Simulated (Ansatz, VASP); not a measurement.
# V in VASP and in Ansatz

```xyz
1
Lattice="-1.4676 1.4676 1.5584 1.4676 -1.4676 1.5584 1.4676 1.4676 -1.5584" Properties=species:S:1:pos:R:3 pbc="T T T"
V     0.0000    0.0000    0.0000
```

Change from the starting cell: strain -0.030 along x and y, +0.030 along z, atoms carried along.

Alike in both runs: task single point; functional PBEsol; k mesh 22 × 22 × 22; occupations gaussian, width 0.15 eV; no spin polarisation.

|  | VASP | Ansatz |
| --- | --- | --- |
| version | VASP 6.6.1 | Ansatz 0.2.0 |
| potentials or method | VASP PAW PBE potentials, release 64 (V_sv), cutoff 520 eV | scalar-relativistic, plane waves, PAW |
| valence electrons in the cell | 13 | 13 |

```csv
,VASP,Ansatz,Ansatz less VASP
gap on the k mesh at the Fermi level (eV),none,none,-
pressure (GPa),-6.0,-6.3,-0.28
"traceless stress, the component that is largest in VASP (GPa)",-5.08,-5.09,-0.009
```

VASP's potentials were made for PBE, not for PBEsol. A gap of «none» marks a metal or a gap that the smearing closes.
